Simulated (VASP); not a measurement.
# InSe (P-6m2) in VASP: a series of runs, part 3 of 3

VASP 6.6.1.

## (4) Single point, PBE

This run uses another cell than the first one, of 32.01 Å³/atom, 1.116 times its volume.

The input, INCAR:

```
SYSTEM = InSe
PREC = Accurate
ENCUT = 520
EDIFF = 1E-6
ISMEAR = 0
SIGMA = 0.011
LREAL = .FALSE.
LASPH = .TRUE.
NELM = 80
ALGO = Normal
ISIF = 2
LWAVE = .FALSE.
LCHARG = .TRUE.
GGA = PE
LELF = .TRUE.
LVHAR = .TRUE.
NBANDS = 48
```

The input, KPOINTS:

```
regular mesh
0
G
  8 8 2
  0 0 0
```

The input, POSCAR:

```
InSe
1.0
    4.0473293151      0.0000000000      0.0000000000
   -2.0236646576      3.5050900044      0.0000000000
    0.0000000000      0.0000000000     18.0520649100
In Se
4 4
Direct
    0.3333333333      0.6666666667      0.0773904900
    0.3333333333      0.6666666667      0.9226095100
    0.0000000000      0.0000000000      0.4226063200
    0.0000000000      0.0000000000      0.5773936800
    0.3333333333      0.6666666667      0.3529842800
    0.3333333333      0.6666666667      0.6470157200
    0.6666666667      0.3333333333      0.1469999300
    0.6666666667      0.3333333333      0.8530000700
```

Potentials or basis: VASP PAW PBE potentials, release 64 (In_d, Se).

Launch:

```bash
cat potpaw_PBE.64/In_d/POTCAR potpaw_PBE.64/Se/POTCAR > POTCAR
mpirun -np 1 vasp_std > vasp.out
```

OUTCAR:

```text
SYSTEM = InSe
   PREC = Accurate
   ENCUT = 520
   EDIFF = 1E-6
   ISMEAR = 0
   LREAL = .FALSE.
   LASPH = .TRUE.
   NELM = 80
   ISIF = 2
   GGA = PE

 ion  position               nearest neighbor table
   1  0.333  0.667  0.077-   7 2.65   7 2.65   7 2.65   2 2.79
   2  0.333  0.667  0.923-   8 2.65   8 2.65   8 2.65   1 2.79
   3  0.000  0.000  0.423-   5 2.65   5 2.65   5 2.65   4 2.79
   4  0.000  0.000  0.577-   6 2.65   6 2.65   6 2.65   3 2.79
   5  0.333  0.667  0.353-   3 2.65   3 2.65   3 2.65
   6  0.333  0.667  0.647-   4 2.65   4 2.65   4 2.65
   7  0.667  0.333  0.147-   1 2.65   1 2.65   1 2.65
   8  0.667  0.333  0.853-   2 2.65   2 2.65   2 2.65

  LATTYP: Found a hexagonal cell.
 ALAT       =     4.0473293151
 C/A-ratio  =     4.4602411874

  Lattice vectors:

 A1 = (   4.0473293151,   0.0000000000,   0.0000000000)
 A2 = (  -2.0236646576,   3.5050900044,   0.0000000000)
 A3 = (   0.0000000000,   0.0000000000,  18.0520649100)

Analysis of symmetry for initial positions (statically):
[... 186 lines left out ...]

 k-point     1 :       0.0000    0.0000    0.0000
  band No.  band energies     occupation
      1     -11.5004      2.00000
      2     -11.4975      2.00000
      3     -11.3144      2.00000
      4     -11.3144      2.00000
      5     -11.3116      2.00000
      6     -11.3116      2.00000
[... 1009 lines left out ...]
     47       8.5155      0.00000
     48       8.5281      0.00000

------------------------ aborting loop because EDIFF is reached ----------------------------------------

  FORCE on cell =-STRESS in cart. coord.  units (eV):
  Direction    XX          YY          ZZ          XY          YZ          ZX
  --------------------------------------------------------------------------------------
  -------------------------------------------------------------------------------------
  Total        2.3414132      2.3414132      2.2681553     -0.0000000      0.0000000      0.0000000
  in kB       14.6485299     14.6485299     14.1902079     -0.0000000      0.0000000      0.0000000
  external PRESSURE =      14.4957559 kB  Pullay stress =       0.0000000 kB

 VOLUME and BASIS-vectors are now :
 -----------------------------------------------------------------------------
  energy-cutoff  :      520.00
  volume of cell :      256.09
      direct lattice vectors                 reciprocal lattice vectors
     4.047329315  0.000000000  0.000000000     0.247076510  0.142649689  0.000000000
    -2.023664658  3.505090004  0.000000000     0.000000000  0.285299379  0.000000000
     0.000000000  0.000000000 18.052064910     0.000000000  0.000000000  0.055395325

 POSITION                                       TOTAL-FORCE (eV/Angst)
 -----------------------------------------------------------------------------------
     -0.00000      2.33673      1.39706         0.000000      0.000000     -0.112241
     -0.00000      2.33673     16.65501        -0.000000      0.000000      0.112241
      0.00000      0.00000      7.62892         0.000000     -0.000000      0.111054
      0.00000      0.00000     10.42315         0.000000     -0.000000     -0.111054
     -0.00000      2.33673      6.37210        -0.000000      0.000000     -0.253341
     -0.00000      2.33673     11.67997         0.000000      0.000000      0.253341
      2.02366      1.16836      2.65365        -0.000000      0.000000      0.254772
      2.02366      1.16836     15.39841         0.000000     -0.000000     -0.254772
 -----------------------------------------------------------------------------------
    total drift:                               -0.000001      0.000000     -0.000000

  FREE ENERGIE OF THE ION-ELECTRON SYSTEM (eV)
  ---------------------------------------------------
  free  energy   TOTEN  =       -28.4075989726 eV

  energy  without entropy=      -28.4075989726  energy(sigma->0) =      -28.40759897
```

OSZICAR:

```text
N       E                     dE             d eps       ncg     rms          rms(c)
DAV:   1     0.779111389794E+03    0.77911E+03   -0.33714E+04  1920   0.172E+03
DAV:   2     0.900365597766E+02   -0.68907E+03   -0.66664E+03  1920   0.458E+02
DAV:   3    -0.216770147190E+02   -0.11171E+03   -0.10824E+03  2288   0.192E+02
DAV:   4    -0.290334789170E+02   -0.73565E+01   -0.72963E+01  2288   0.494E+01
DAV:   5    -0.293174127841E+02   -0.28393E+00   -0.28376E+00  2328   0.999E+00    0.102E+01
DAV:   6    -0.284277024380E+02    0.88971E+00   -0.13783E+00  2488   0.156E+01    0.580E+00
DAV:   7    -0.284118945300E+02    0.15808E-01   -0.10380E+00  2776   0.557E+00    0.149E+00
DAV:   8    -0.284036949293E+02    0.81996E-02   -0.11438E-01  2752   0.330E+00    0.109E+00
DAV:   9    -0.284067175439E+02   -0.30226E-02   -0.19918E-02  2184   0.581E-01    0.485E-01
DAV:  10    -0.284071692742E+02   -0.45173E-03   -0.25696E-03  2976   0.433E-01    0.233E-01
DAV:  11    -0.284075885986E+02   -0.41932E-03   -0.11996E-03  2248   0.202E-01    0.637E-02
DAV:  12    -0.284075815134E+02    0.70852E-05   -0.95745E-05  3088   0.794E-02    0.368E-02
DAV:  13    -0.284075983318E+02   -0.16818E-04   -0.27087E-05  2040   0.232E-02    0.541E-03
DAV:  14    -0.284075989726E+02   -0.64081E-06   -0.22577E-06  1704   0.194E-02
   1 F= -.28407599E+02 E0= -.28407599E+02  d E =-.126826E-18
```

Run time: 8.2 min. Hardware: 1 thread of AMD EPYC 7R13, shared host; peak memory 0.43 GiB.

What came out:

```
Free energy            : -28.4076 eV
Pressure               : 1.4 GPa
Largest force          : 0.255 eV/Å
Band gap on the k mesh : 0.72 eV, direct
```

Forces on the atoms (eV/Å):
```
In   0.000  0.000 -0.112
In   0.000  0.000  0.112
In   0.000  0.000  0.111
In   0.000  0.000 -0.111
Se   0.000  0.000 -0.253
Se   0.000  0.000  0.253
Se   0.000  0.000  0.255
Se   0.000  0.000 -0.255
```

Caveat: spin-orbit coupling is left out, which moves the levels of the heavy elements; this functional lacks dispersion, which binds the layers, so the pressure and a relaxed spacing across them are unreliable. A k mesh can miss the band edges.

## (5) Single point, LDA

This run uses another cell than the first one, of 27.81 Å³/atom, 0.969 times its volume.

The input, INCAR:

```
SYSTEM = InSe
PREC = Accurate ; ENCUT = 520
EDIFF = 1E-6 ; ISMEAR = -1
SIGMA = 0.05 ; LREAL = .FALSE.
LASPH = .TRUE. ; NELM = 80
ALGO = Normal ; ISIF = 2
LWAVE = .FALSE. ; LCHARG = .FALSE.
NBANDS = 48
```

KPOINTS is that of step 4.

The input, POSCAR:

```
InSe
1.0
    3.9733264280      0.0000000000      0.0000000000
   -1.9866632140      3.4410016242      0.0000000000
    0.0000000000      0.0000000000     16.2706566636
In Se
4 4
Direct
    0.3333333333      0.6666666667      0.0842668307
    0.3333333333      0.6666666667      0.9157331693
    0.0000000000      0.0000000000      0.4157371660
    0.0000000000      0.0000000000      0.5842628340
    0.3333333333      0.6666666667      0.3378941802
    0.3333333333      0.6666666667      0.6621058198
    0.6666666667      0.3333333333      0.1621763923
    0.6666666667      0.3333333333      0.8378236077
```

Potentials or basis: VASP PAW LDA potentials, release 64 (In_d, Se).

Launch:

```bash
cat potpaw_LDA.64/In_d/POTCAR potpaw_LDA.64/Se/POTCAR > POTCAR
mpirun -np 1 vasp_std > vasp.out
```

Run time: 2.8 min. Hardware: 1 thread of Intel Xeon 6975P-C (Granite Rapids), shared host; peak memory 0.35 GiB.

Results (log left out):

```
Free energy            : -33.3393 eV
Pressure               : 0.1 GPa
Largest force          : 0.029 eV/Å
Band gap on the k mesh : 0.19 eV, direct
```

Forces on the atoms (eV/Å):
```
In   0.000  0.000 -0.013
In   0.000  0.000  0.013
In   0.000  0.000  0.012
In   0.000  0.000 -0.012
Se   0.000  0.000 -0.029
Se   0.000  0.000  0.029
Se   0.000  0.000  0.029
Se   0.000  0.000 -0.029
```

Levels at points of the mesh, in eV from the valence-band top:
```csv
k point,band 36,band 37,band 38,band 39,band 40,band 41
"(0.00, 0.00, 0.00)",-1.22,-1.22,0.00,0.19,1.70,1.90
"(0.50, 0.00, 0.00)",-2.14,-2.05,-1.74,1.09,1.15,1.63
"(0.00, 0.00, 0.50)",-1.26,-1.10,-1.05,1.10,1.20,1.96
"(0.50, 0.00, 0.50)",-2.23,-1.86,-1.67,0.94,1.04,1.60
```

Caveat: spin-orbit coupling is left out, which moves the levels of the heavy elements.

## (6) Single point, PBEsol

This run uses another cell than the first one, of 29.34 Å³/atom, 1.023 times its volume.

The input, INCAR:

```
ALGO = Normal
EDIFF = 1E-7
ENCUT = 520
GGA = PS
ISIF = 2
ISMEAR = -1
LASPH = T
LCHARG = T
LELF = T
LREAL = F
LVHAR = T
LWAVE = F
NBANDS = 48
NELM = 60
PREC = Accurate
SIGMA = 0.05
```

The input, KPOINTS:

```
k-points
0
Gamma
  8 8 2
```

The input, POSCAR:

```
InSe
1.0
    4.0087228924      0.0000000000      0.0000000000
   -2.0043614462      3.4716558616      0.0000000000
    0.0000000000      0.0000000000     16.8630111079
In Se
4 4
Direct
    0.3333333333      0.6666666667      0.0823239525
    0.3333333333      0.6666666667      0.9176760475
    0.0000000000      0.0000000000      0.4176697129
    0.0000000000      0.0000000000      0.5823302871
    0.3333333333      0.6666666667      0.3419346489
    0.3333333333      0.6666666667      0.6580653511
    0.6666666667      0.3333333333      0.1580707041
    0.6666666667      0.3333333333      0.8419292959
```

Potentials or basis: VASP PAW PBE potentials, release 64 (In_d, Se).

Launch:

```bash
cat potpaw_PBE.64/In_d/POTCAR potpaw_PBE.64/Se/POTCAR > POTCAR
mpirun -np 1 vasp_std > vasp.out
```

Wall time 5.7 min (1 thread of Intel Xeon 6975P-C, shared host); peak memory 0.43 GiB.

The run converged. Its results:

```
Free energy            : -31.1952 eV
Pressure               : 0.1 GPa
Largest force          : 0.019 eV/Å
Band gap on the k mesh : 0.36 eV, direct
```

Forces in eV/Å, atoms in the order of the input:
```
In   0.000  0.000 -0.019
In   0.000  0.000  0.019
In   0.000  0.000  0.019
In   0.000  0.000 -0.019
Se   0.000  0.000 -0.019
Se   0.000  0.000  0.019
Se   0.000  0.000  0.019
Se   0.000  0.000 -0.019
```

Levels at points of the mesh, in eV from the valence-band top:
```csv
k point,band 35,band 36,band 37,band 38,band 39,band 40,band 41,band 42
"(0.00, 0.00, 0.00)",-1.19,-1.11,-1.11,0.00,0.36,1.63,2.00,2.07
"(0.50, 0.00, 0.00)",-2.22,-2.02,-1.84,-1.59,1.29,1.33,1.71,1.75
"(0.00, 0.00, 0.50)",-1.14,-1.14,-0.93,-0.90,1.13,1.19,2.05,2.07
"(0.50, 0.00, 0.50)",-2.10,-2.09,-1.70,-1.56,1.14,1.25,1.70,2.01
```

Caveat: the PAW data sets were made with another functional, which shifts forces and pressure a little; spin-orbit coupling is left out, which moves the levels of the heavy elements; this functional lacks dispersion, which binds the layers, so the pressure and a relaxed spacing across them are unreliable.

## (7) Overview

| level | potentials or basis | cell | k mesh | smearing | gap on the mesh (eV) | pressure (GPa) | largest force (eV/Å) |
| --- | --- | --- | --- | --- | --- | --- | --- |
| revPBE+D3(BJ) | VASP PAW PBE potentials, release 64 (In_d, Se) | a = 4.019, b = 4.019, c = 16.403 Å, angles 90.0, 90.0, 120.0°, 8 atoms | 8 × 8 × 2 | fermi-dirac 0.05 eV | 0.37 | 0.1 | 0.02 |
| PBE | VASP PAW PBE potentials, release 64 (In_d, Se) | a = 4.047, b = 4.047, c = 18.052 Å, angles 90.0, 90.0, 120.0°, 8 atoms | 6 × 6 × 2 | fermi-dirac 0.05 eV | 0.72 | 1.5 | 0.25 |
| PBE | VASP PAW PBE potentials, release 64 (In_d, Se) | a = 4.047, b = 4.047, c = 18.052 Å, angles 90.0, 90.0, 120.0°, 8 atoms | 8 × 8 × 2 | gaussian 0.011 eV | 0.72 | 1.4 | 0.25 |
| LDA | VASP PAW LDA potentials, release 64 (In_d, Se) | a = 3.973, b = 3.973, c = 16.271 Å, angles 90.0, 90.0, 120.0°, 8 atoms | 8 × 8 × 2 | fermi-dirac 0.05 eV | 0.19 | 0.1 | 0.03 |
| PBEsol | VASP PAW PBE potentials, release 64 (In_d, Se) | a = 4.009, b = 4.009, c = 16.863 Å, angles 90.0, 90.0, 120.0°, 8 atoms | 8 × 8 × 2 | fermi-dirac 0.05 eV | 0.36 | 0.1 | 0.02 |

Alike in all rows: task single point; no spin polarisation; cutoff (eV) 520.

Caveats: spin-orbit coupling is left out, which moves the levels of the heavy elements; this functional lacks dispersion, which binds the layers, so the pressure and a relaxed spacing across them are unreliable (some runs); the PAW data sets were made with another functional, which shifts forces and pressure a little (some runs).

Absolute energies hang on the potentials; compare differences alone.
